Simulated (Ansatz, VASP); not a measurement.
**Ti: VASP beside Ansatz**

INCAR

```
PREC = Accurate
ENCUT = 520
EDIFF = 1E-6
ISMEAR = -1
SIGMA = 0.05
LREAL = F
LASPH = T
NELM = 150
ALGO = Normal
ISIF = 2
LWAVE = F
LCHARG = F
ISPIN = 2
MAGMOM = 1 1
LORBIT = 11
LMAXMIX = 4
GGA = PS
NBANDS = 23
```

Contents of KPOINTS:

```
Automatic mesh
0
Gamma
  20 20 11
```

The input POSCAR:

```
Ti
1.0
    2.7796695564      0.0000000000      0.0000000000
   -1.3898347782      2.4072644499      0.0000000000
    0.0000000000      0.0000000000      4.4011361890
Ti
2
Direct
    0.3333333333      0.6666666667      0.2500000000
    0.6666666667      0.3333333333      0.7500000000
```

Input for Ansatz:

```yaml
crystal:
  lattice:
    - [2.7796695564, 0.0, 0.0]
    - [-1.3898347782, 2.4072644499, 0.0]
    - [0.0, 0.0, 4.401136189]
  atoms:
    - { symbol: Ti, position: [0.3333333333, 0.6666666667, 0.25], spin: 1.0 }
    - { symbol: Ti, position: [0.6666666667, 0.3333333333, 0.75], spin: 1.0 }
hamiltonian:
  xc: pbesol
  pseudopotentials:
    kind: paw
    azcp:
      Ti: "pseudopotentials/Ti.paw.azcp"
basis:
  ecutwfc: 420
  fft_grid_basis: typed
kpoints:
  mp_grid: { grid: [20, 20, 11], shift: [0, 0, 0] }
magnetization:
  spin_polarized: true
scf:
  occupations: { method: fermi_dirac, width: 0.05 }
output:
  stress: true
```

Alike in both runs: task single point; functional PBEsol; k mesh 20 × 20 × 11; occupations fermi-dirac, width 0.05 eV; collinear spin.

|  | VASP | Ansatz |
| --- | --- | --- |
| version | VASP 6.6.1 | Ansatz 0.2.0 |
| potentials or method | VASP PAW PBE potentials, release 64 (Ti_sv), cutoff 520 eV | plane waves (420 eV) with PAW, scalar-relativistic |
| valence electrons in the cell | 24 | 24 |

```csv
,VASP,Ansatz,Ansatz less VASP
pressure (GPa),18.4,18.9,+0.54
"traceless stress, the component that is largest in VASP (GPa)",0.33,0.31,-0.020
net moment per atom (μB),0.00,0.00,0.000
```

VASP's potentials were made for PBE, not for PBEsol, and Ansatz warns of the same on its side. With one functional, cell and mesh, what is left measures potentials, basis and numerics. Ansatz's warnings: seeded moment not kept.
